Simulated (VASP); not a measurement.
# CdTe (F-43m) in VASP: notebook, part 2 of 2

VASP 6.6.1. The steps go on from the part before.

## Step 4: Single point, revPBE

INCAR reads:

```
SYSTEM = CdTe
  PREC = Accurate
  ENCUT = 520
  EDIFF = 1E-6
  ISMEAR = -1
  SIGMA = 0.08
  LREAL = .False.
  LASPH = .True.
  NELM = 80
  ALGO = Normal
  ISIF = 2
  LWAVE = .False.
  LCHARG = .False.
  GGA = RE
  NBANDS = 16
```

KPOINTS reads:

```
regular mesh
0
Gamma
  9 9 9
  0 0 0
```

POSCAR reads:

```
CdTe
1.0
    0.0000000000      3.2050000000      3.2050000000
    3.2050000000      0.0000000000      3.2050000000
    3.2050000000      3.2050000000      0.0000000000
Cd Te
1 1
Direct
    0.0000000000      0.0000000000      0.0000000000
    0.7500000000      0.7500000000      0.7500000000
```

Potentials or basis: VASP PAW PBE potentials, release 64 (Cd, Te).

On the command line:

```
$ cat potpaw_PBE.64/Cd/POTCAR potpaw_PBE.64/Te/POTCAR > POTCAR
$ mpirun -np 1 vasp_std > vasp.out
```

OUTCAR:

```text
SYSTEM = CdTe
   PREC = Accurate
   ENCUT = 520
   EDIFF = 1E-6
   ISMEAR = -1
   LREAL = .False.
   LASPH = .True.
   NELM = 80
   ISIF = 2
   GGA = RE

 ion  position               nearest neighbor table
   1  0.000  0.000  0.000-   2 2.78   2 2.78   2 2.78   2 2.78
   2  0.750  0.750  0.750-   1 2.78   1 2.78   1 2.78   1 2.78

  LATTYP: Found a face centered cubic cell.
 ALAT       =     6.4100000000

  Lattice vectors:

[... 642 lines left out ...]

------------------------ aborting loop because EDIFF is reached ----------------------------------------

  FORCE on cell =-STRESS in cart. coord.  units (eV):
  Direction    XX          YY          ZZ          XY          YZ          ZX
  --------------------------------------------------------------------------------------
  -------------------------------------------------------------------------------------
  Total        2.3254379      2.3254379      2.3254379      0.0000000      0.0000000     -0.0000000
  in kB       56.5849884     56.5849884     56.5849884      0.0000000      0.0000000     -0.0000000
  external PRESSURE =      56.5849884 kB  Pullay stress =       0.0000000 kB

 VOLUME and BASIS-vectors are now :
 -----------------------------------------------------------------------------
  energy-cutoff  :      520.00
  volume of cell :       65.84
      direct lattice vectors                 reciprocal lattice vectors
     0.000000000  3.205000000  3.205000000    -0.156006240  0.156006240  0.156006240
     3.205000000  0.000000000  3.205000000     0.156006240 -0.156006240  0.156006240
     3.205000000  3.205000000  0.000000000     0.156006240  0.156006240 -0.156006240

 POSITION                                       TOTAL-FORCE (eV/Angst)
 -----------------------------------------------------------------------------------
      0.00000      0.00000      0.00000         0.000000      0.000000      0.000000
      4.80750      4.80750      4.80750        -0.000000     -0.000000     -0.000000
 -----------------------------------------------------------------------------------
    total drift:                                0.000000      0.000000      0.000000

  FREE ENERGIE OF THE ION-ELECTRON SYSTEM (eV)
  ---------------------------------------------------
  free  energy   TOTEN  =        -4.1189588965 eV

  energy  without entropy=       -4.1189370320  energy(sigma->0) =       -4.11894796
```

Wall time 50 s (1 thread of Intel Xeon 8259CL, shared host); peak memory 0.22 GiB.

What came out:

```
Free energy            : -4.1190 eV
Pressure               : 5.7 GPa
Band gap on the k mesh : 0.98 eV
```

Levels at points of the mesh, in eV from the valence-band top:
| k point | band 6 | band 7 | band 8 | band 9 | band 10 | band 11 | band 12 | band 13 |
| --- | --- | --- | --- | --- | --- | --- | --- | --- |
| (0.00, 0.00, 0.00) | -8.12 | 0.00 | 0.00 | 0.00 | 0.98 | 4.62 | 4.62 | 4.62 |

Caveat: the cell stands under pressure; the PAW data sets were made with another functional, which shifts forces and pressure a little; spin-orbit coupling is left out, which moves the levels of the heavy elements. revPBE gaps usually lie below the measured ones, often by a third to a half.

## Step 5: Single point, PBE, non-collinear spin, zero start, spin-orbit coupling

INCAR reads:

```
  ALGO = Normal
  EDIFF = 1E-6
  ENCUT = 520
  GGA = PE
  GGA_COMPAT = F
  ISIF = 2
  ISMEAR = -1
  LASPH = T
  LCHARG = T
  LORBIT = 11
  LORBMOM = T
  LREAL = F
  LSORBIT = T
  LVHAR = T
  LWAVE = F
  MAGMOM = 0 0 0 0 0 0
  NBANDS = 30
  NELM = 150
  PREC = Accurate
  SIGMA = 0.08
```

KPOINTS reads:

```
k-points
0
Gamma
  9 9 9
```

POSCAR is that of step 4.

On the command line:

```
$ cat potpaw_PBE.64/Cd/POTCAR potpaw_PBE.64/Te/POTCAR > POTCAR
$ mpirun -np 1 vasp_ncl > vasp.out
```

Wall time 8 min (1 thread of Intel Xeon 8259CL, shared host); peak memory 0.48 GiB.

The run converged. Its results:

```
Free energy                                           : -4.8531 eV
Pressure                                              : 4.4 GPa
Net moment                                            : 0.00 μB per cell
Valence electrons inside the program's atomic spheres : Cd 10.35; Te 3.45
```

Moments on the atoms (μB; x, y, z):
```
Cd  0.00 0.00 0.00
Te  0.00 0.00 0.00
```

Caveat: the cell stands under pressure.

## Step 6: Overview

| level | spin | gap on the mesh (eV) | pressure (GPa) |
| --- | --- | --- | --- |
| PBEsol | off | 0.76 | 1.8 |
| PBE | off | 0.87 | 4.4 |
| revPBE | off | 0.98 | 5.7 |
| PBE | non-collinear, zero start, SOC | - | 4.4 |

Alike in all rows: task single point; potentials or basis VASP PAW PBE potentials, release 64 (Cd, Te); cell as given; k mesh 9 × 9 × 9; cutoff (eV) 520; smearing fermi-dirac 0.08 eV.

On the cell as given the gap runs from 0.76 eV (PBEsol) to 0.98 eV (revPBE). The pressure there spans 1.8 GPa (PBEsol) to 5.7 GPa (revPBE); a positive pressure means that this level wants a larger cell, a negative one a smaller.

Caveats: spin-orbit coupling is left out, which moves the levels of the heavy elements (at least some runs); the cell stands under pressure (at least some runs); the PAW data sets were made with another functional, which shifts forces and pressure a little (at least some runs).

Total energies depend on the potentials used, so only differences within one code and one set of settings carry meaning.
